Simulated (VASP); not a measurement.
Input of a VASP 6.6.1 run:

INCAR

```
SYSTEM = PbF2
PREC = Accurate
ENCUT = 600
EDIFF = 1E-7
ISMEAR = -1
SIGMA = 0.03
LREAL = .False.
LASPH = .True.
NELM = 80
ALGO = Normal
ISIF = 3
LWAVE = .False.
LCHARG = .False.
GGA = PS
IBRION = 2
NSW = 100
EDIFFG = -0.01
```

Contents of KPOINTS:

```
Automatic mesh
0
Gamma
  4 4 6
  0 0 0
```

The input POSCAR:

```
PbF2
1.0
    5.3701105000      0.0000000000      0.0000000000
    0.0000000000      5.3701105000      0.0000000000
    0.0000000000      0.0000000000      3.5897594000
Pb F
2 4
Direct
    0.5000000000      0.5000000000      0.5000000000
    0.0000000000      0.0000000000      0.0000000000
    0.6955720000      0.6955720000      0.0000000000
    0.8044280000      0.1955720000      0.5000000000
    0.3044280000      0.3044280000      0.0000000000
    0.1955720000      0.8044280000      0.5000000000
```

Potentials or basis: VASP PAW PBE potentials, release 64 (Pb_d, F).

Launch:

```sh
$ cat potpaw_PBE.64/Pb_d/POTCAR potpaw_PBE.64/F/POTCAR > POTCAR
$ mpirun -np 1 vasp_std > vasp.out
```

Q: What does it give for the space group after relaxing (to 0.1 Å)?

A: P4_2/mnm (No. 136).

Q: Predict the band gap on the k mesh.

A: 3.62 eV (least direct gap 3.78 eV).

Q: Predict the relaxed cell.

A: a = 5.592 Å, b = 5.592 Å, c = 3.884 Å, α = 90.00°, β = 90.00°, γ = 90.00°.

Q: What does it give for the relaxed volume?

A: 20.24 Å³/atom.

Forces in eV/Å, atoms in the order of the input:
```
Pb   0.000  0.000  0.000
Pb   0.000  0.000  0.000
F   -0.006 -0.006  0.000
F    0.006 -0.006  0.000
F    0.006  0.006  0.000
F   -0.006  0.006  0.000
```

Caveat: the volume moved by over 15 % at a fixed basis, so the end points are rough; the PAW data sets were made with another functional, which shifts forces and pressure a little; spin-orbit coupling is left out, which moves the levels of the heavy elements. A k mesh can miss the band edges.
